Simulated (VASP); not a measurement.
# TaAs (I4_1md) in VASP: single point with LDA

Aim: the single point of TaAs with LDA.

Program: VASP 6.6.1. These are calculated values, not measurements. Logs are shortened: lines on timing, memory, paths and dates and some standing lists are left out, and cuts for length are marked.

## (1) The cell of the first run

It takes space group I4_1md (No. 109, tetragonal). Conventional cell: a = 3.444 Å, b = 3.444 Å, c = 11.736 Å, α = 90.00°, β = 90.00°, γ = 90.00°. Ta (site symmetry 2mm) has 6 As at 2.61 to 2.62 Å within 3.4 Å. As (site symmetry 2mm) has 6 Ta at 2.61 to 2.62 Å within 3.4 Å.

## (2) Single point, LDA

File INCAR:

```
SYSTEM = TaAs
PREC = Accurate
ENCUT = 520
EDIFF = 1E-6
ISMEAR = 0
SIGMA = 0.05
LREAL = .FALSE.
LASPH = .TRUE.
NELM = 100
ALGO = Normal
ISIF = 2
LWAVE = .FALSE.
LCHARG = .FALSE.
NBANDS = 24
```

File KPOINTS:

```
Automatic mesh
0
G
  9 9 9
  0 0 0
```

File POSCAR:

```
TaAs
1.0
   -1.7218133622      1.7218133622      5.8679415361
    1.7218133622     -1.7218133622      5.8679415361
    1.7218133622      1.7218133622     -5.8679415361
Ta As
2 2
Direct
    0.2500180339      0.7500180339      0.5000000000
    0.5000180339      0.5000180339      0.0000000000
    0.8325813861      0.3325813861      0.5000000000
    0.0825813861      0.0825813861      0.0000000000
```

Potentials or basis: VASP PAW LDA potentials, release 64 (Ta_pv, As).

On the command line:

```bash
$ cat potpaw_LDA.64/Ta_pv/POTCAR potpaw_LDA.64/As/POTCAR > POTCAR
$ mpirun -np 1 vasp_std > vasp.out
```

OUTCAR:

```text
SYSTEM = TaAs
   PREC = Accurate
   ENCUT = 520
   EDIFF = 1E-6
   ISMEAR = 0
   LREAL = .FALSE.
   LASPH = .TRUE.
   NELM = 100
   ISIF = 2

 ion  position               nearest neighbor table
   1  0.250  0.750  0.500-   4 2.61   4 2.61   3 2.62   3 2.62   3 2.62   3 2.62   2 3.40   2 3.40
                             2 3.40   2 3.40
   2  0.500  0.500  0.000-   3 2.61   3 2.61   4 2.62   4 2.62   4 2.62   4 2.62   1 3.40   1 3.40
                             1 3.40   1 3.40
   3  0.833  0.333  0.500-   2 2.61   2 2.61   1 2.62   1 2.62   1 2.62   1 2.62
   4  0.083  0.083  0.000-   1 2.61   1 2.61   2 2.62   2 2.62   2 2.62   2 2.62

  LATTYP: Found a body centered tetragonal cell.
 ALAT       =     3.4436267244
 C/A-ratio  =     3.4080009279

  Lattice vectors:

 A1 = (  -1.7218133622,   1.7218133622,   5.8679415361)
 A2 = (   1.7218133622,  -1.7218133622,   5.8679415361)
 A3 = (   1.7218133622,   1.7218133622,  -5.8679415361)

Analysis of symmetry for initial positions (statically):
=====================================================================
 Subroutine PRICEL returns:
 Original cell was already a primitive cell.

 Routine SETGRP: Setting up the symmetry group for a
 body centered tetragonal supercell.

 Subroutine GETGRP returns: Found  8 space group operations
 (whereof  4 operations were pure point group operations)
 out of a pool of 16 trial point group operations.

The static configuration has the point symmetry C_2v.
 The point group associated with its full space group is C_4v.

Analysis of symmetry for dynamics (positions and initial velocities):
=====================================================================
 Subroutine PRICEL returns:
 Original cell was already a primitive cell.

 Routine SETGRP: Setting up the symmetry group for a
 body centered tetragonal supercell.

 Subroutine GETGRP returns: Found  8 space group operations
 (whereof  4 operations were pure point group operations)
 out of a pool of 16 trial point group operations.

The dynamic configuration has the point symmetry C_2v.
 The point group associated with its full space group is C_4v.

 Subroutine INISYM returns: Found  8 space group operations
 (whereof  4 operations are pure point group operations),
 and found     1 'primitive' translations

----------------------------------------------------------------------------------------

                                     Primitive cell

  volume of cell :      69.5854

  direct lattice vectors                    reciprocal lattice vectors
    -1.721813362  1.721813362  5.867941536     0.000000000  0.290391520  0.085208756
     1.721813362 -1.721813362  5.867941536     0.290391520  0.000000000  0.085208756
     1.721813362  1.721813362 -5.867941536     0.290391520  0.290391520  0.000000000

  length of vectors
     6.353111079  6.353111079  6.353111079     0.302634709  0.302634709  0.410675626

  position of ions in fractional coordinates (direct lattice)
     0.250018034  0.750018034  0.500000000
     0.500018034  0.500018034  0.000000000
     0.832581386  0.332581386  0.500000000
     0.082581386  0.082581386  0.000000000

  ion indices of the primitive-cell ions
   primitive index   ion index
                 1           1
                 2           2
                 3           3
                 4           4

----------------------------------------------------------------------------------------

 KPOINTS: Automatic mesh

Automatic generation of k-mesh.
 Grid dimensions read from file:
 generate k-points for:    9    9    9

 Generating k-lattice:

  Cartesian coordinates                     Fractional coordinates (reciprocal lattice)
     0.000000000  0.032265724  0.009467640     0.111111111  0.000000000  0.000000000
     0.032265724  0.000000000  0.009467640     0.000000000  0.111111111  0.000000000
     0.032265724  0.032265724  0.000000000     0.000000000  0.000000000  0.111111111

  Length of vectors
     0.033626079  0.033626079  0.045630625

  Shift w.r.t. Gamma in fractional coordinates (k-lattice)
     0.000000000  0.000000000  0.000000000

 Subroutine IBZKPT returns following result:
 ===========================================

 Found     75 irreducible k-points:

 Following reciprocal coordinates:
            Coordinates               Weight
  0.000000  0.000000  0.000000      1.000000
  0.111111 -0.000000  0.000000      8.000000
  0.222222  0.000000 -0.000000      8.000000
  0.333333 -0.000000  0.000000      8.000000
  0.444444  0.000000 -0.000000      8.000000
  0.111111  0.111111  0.000000      8.000000
[... 16 lines left out ...]
 -0.333333  0.333333  0.000000      4.000000
  0.444444  0.444444 -0.000000      8.000000
 [... further k-points ...]
   k-points           NKPTS =     75   k-points in BZ     NKDIM =     75   number of bands    NBANDS=     24
   number of dos      NEDOS =    301   number of ions     NIONS =      4
   total plane-waves  NPLWV = 110592
   dimension x,y,z NGX =    48 NGY =   48 NGZ =   48
   dimension x,y,z NGXF=    96 NGYF=   96 NGZF=   96
   ions per type =               2   2
   NGX,Y,Z   is equivalent  to a cutoff of  12.56, 12.56, 12.56 a.u.
   NGXF,Y,Z  is equivalent  to a cutoff of  25.12, 25.12, 25.12 a.u.
 SYSTEM =  TaAs
   PREC   = accura    normal or accurate (medium, high low for compatibility)
   ISTART =      0    job   : 0-new  1-cont  2-samecut
   ICHARG =      2    charge: 1-file 2-atom 10-const
   ISPIN  =      1    spin polarized calculation?
   LNONCOLLINEAR =      F non collinear calculations
   LSORBIT =      F    spin-orbit coupling
   LASPH  =      T    aspherical Exc in radial PAW
   ENCUT  =  520.0 eV  38.22 Ry    6.18 a.u.  11.81 11.81 11.81*2*pi/ulx,y,z
   NELM   =    100;   NELMIN=  2; NELMDL= -5     # of ELM steps
   EDIFF  = 0.1E-05   stopping-criterion for ELM
   LREAL  =      F    real-space projection
   EDIFFG = 0.1E-04   stopping-criterion for IOM
   NSW    =      0    number of steps for IOM
   IBRION =     -1    ionic relax: 0-MD 1-quasi-New 2-CG
   NFREE  =      0    steps in history (QN), initial steepest desc. (CG)
   ISIF   =      2    stress and relaxation
   ISYM   =      2    0-nonsym 1-usesym 2-fastsym
   POTIM  = 0.5000    time-step for ionic-motion
   TEBEG  =    0.0;   TEEND  =   0.0 temperature during run
   PSTRESS=    0.0 pullay stress
   NELECT =      32.0000    total number of electrons
   NUPDOWN=      -1.0000    fix difference up-down
   EMIN   =  10.00;   EMAX   =-10.00  energy-range for DOS
   EFERMI =   0.00;   METHOD = LEGACY
   ISMEAR =     0;   SIGMA  =   0.05  broadening in eV -4-tet -1-fermi 0-gaus
   EFERMI_NEDOS =   21; number of points for ismear=-14 and -15
   IALGO  =     38    algorithm
   IMIX   =      4    mixing-type and parameters
     AMIX     =   0.40;   BMIX     =  1.00
     AMIX_MAG =   1.60;   BMIX_MAG =  1.00
  volume/ion in A,a.u.               =      17.40       117.40
  Fermi-wavevector in a.u.,A,eV,Ry     =   1.263627  2.387909 21.725142  1.596753
  Thomas-Fermi vector in A             =   2.396974
   LORBIT       =      0    0 simple, 1 ext, 2 COOP (PROOUT), +10 PAW based schemes
   GGA     = CA    functional components
   LHFCALC =     F    Hartree Fock is set to
   AEXX    =    0.0000 exact exchange contribution
   IVDW    =     0    specifies the selected vdW correction
   LEPSILON=     F    determine dielectric tensor
   LRPA    =     F    only Hartree local field effects (RPA)
 non-spin polarized calculation
 Gauss-broadening in eV      SIGMA  =   0.05
  energy-cutoff  :      520.00
  volume of cell :       69.59
 maximum number of plane-waves:      1893
   NGX = 23   NGY = 23   NGZ = 23

 number of electron      32.0000002 magnetization

 Free energy of the ion-electron system (eV)
  ---------------------------------------------------
  ext. energy  EPLUGINS =         0.00000000
  ---------------------------------------------------
  free energy    TOTEN  =       -38.89371335 eV

  energy without entropy =      -38.89245338  energy(sigma->0) =      -38.89308337

 E-fermi :   6.9238     XC(G=0): -12.0573

 val. band max:        6.9037825770   @ k =  -0.1111  -0.4444   0.1111
 cond. band min:       6.9252744293   @ k =  -0.1111   0.4444   0.1111
 fundamental gap:      0.0214918523
 Fermi energy:         6.9237639393

 k-point     1 :       0.0000    0.0000    0.0000
  band No.  band energies     occupation
      1     -27.8613      2.00000
      2     -27.8194      2.00000
      3     -27.8194      2.00000
      4     -27.6662      2.00000
      5     -27.6662      2.00000
      6     -27.6196      2.00000
[... 16 lines left out ...]
     23      11.0166      0.00000
     24      11.0212      0.00000

 k-point     2 :       0.1111   -0.0000    0.0000
  band No.  band energies     occupation
      1     -27.8588      2.00000
      2     -27.8344      2.00000
      3     -27.8177      2.00000
      4     -27.6849      2.00000
      5     -27.6641      2.00000
      6     -27.6215      2.00000
[... 16 lines left out ...]
     23      10.7849      0.00000
     24      11.5708      0.00000

 k-point     3 :       0.2222    0.0000   -0.0000
  band No.  band energies     occupation
      1     -27.8956      2.00000
      2     -27.8283      2.00000
      3     -27.8131      2.00000
      4     -27.7291      2.00000
      5     -27.6586      2.00000
      6     -27.6295      2.00000
[... 16 lines left out ...]
     23      11.3254      0.00000
     24      12.6597      0.00000
[... 514 lines left out ...]
 k-point    23 :      -0.3333    0.3333    0.0000
  band No.  band energies     occupation
      1     -27.9332      2.00000
      2     -27.9321      2.00000
      3     -27.7859      2.00000
      4     -27.7706      2.00000
      5     -27.7354      2.00000
      6     -27.6417      2.00000
[... 16 lines left out ...]
     23      11.2976      0.00000
     24      12.6732      0.00000

 k-point    24 :       0.4444    0.4444   -0.0000
  band No.  band energies     occupation
      1     -27.9624      2.00000
      2     -27.9620      2.00000
      3     -27.7966      2.00000
      4     -27.7960      2.00000
      5     -27.6900      2.00000
      6     -27.6841      2.00000
[... 16 lines left out ...]
     23      11.3483      0.00000
     24      11.5637      0.00000

 [... further k-points ...]

------------------------ aborting loop because EDIFF is reached ----------------------------------------

  FORCE on cell =-STRESS in cart. coord.  units (eV):
  Direction    XX          YY          ZZ          XY          YZ          ZX
  --------------------------------------------------------------------------------------
  -------------------------------------------------------------------------------------
  Total       -2.8388757     -2.8388757     -2.8525303      0.0000000      0.0000000      0.0000000
  in kB      -65.3640624    -65.3640624    -65.6784564      0.0000000      0.0000000      0.0000000
  external PRESSURE =     -65.4688604 kB  Pullay stress =       0.0000000 kB

 VOLUME and BASIS-vectors are now :
 -----------------------------------------------------------------------------
  energy-cutoff  :      520.00
  volume of cell :       69.59
      direct lattice vectors                 reciprocal lattice vectors
    -1.721813362  1.721813362  5.867941536     0.000000000  0.290391520  0.085208756
     1.721813362 -1.721813362  5.867941536     0.290391520  0.000000000  0.085208756
     1.721813362  1.721813362 -5.867941536     0.290391520  0.290391520  0.000000000

 POSITION                                       TOTAL-FORCE (eV/Angst)
 -----------------------------------------------------------------------------------
      1.72181      0.00000      2.93418        -0.000000      0.000000      0.003960
      0.00000      0.00000      5.86815         0.000000     -0.000000      0.003960
     -0.00000      1.72181      3.90314         0.000000      0.000000     -0.003960
      0.00000      0.00000      0.96917        -0.000000     -0.000000     -0.003960
 -----------------------------------------------------------------------------------
    total drift:                                0.000000      0.000000      0.000168

  FREE ENERGIE OF THE ION-ELECTRON SYSTEM (eV)
  ---------------------------------------------------
  free  energy   TOTEN  =       -38.8937133533 eV

  energy  without entropy=      -38.8924533779  energy(sigma->0) =      -38.89308337
```

It took 3.6 min on 1 thread of Intel Xeon Platinum 8488C (Sapphire Rapids), shared host; peak memory 0.33 GiB.

What came out:

```
Free energy            : -38.8937 eV
Pressure               : -6.5 GPa
Largest force          : 0.004 eV/Å
Band gap on the k mesh : zero (filled and empty bands overlap)
```

Forces on the atoms (eV/Å):
```
Ta   0.000  0.000  0.004
Ta   0.000  0.000  0.004
As   0.000  0.000 -0.004
As   0.000  0.000 -0.004
```

Levels at points of the mesh, in eV from the Fermi level:
| k point | band 13 | band 14 | band 15 | band 16 | band 17 | band 18 | band 19 | band 20 |
| --- | --- | --- | --- | --- | --- | --- | --- | --- |
| (0.00, 0.00, 0.00) | -2.32 | -1.95 | -1.60 | -1.60 | 0.90 | 1.55 | 2.33 | 3.10 |

Caveat: spin-orbit coupling is left out, which moves the levels of the heavy elements.
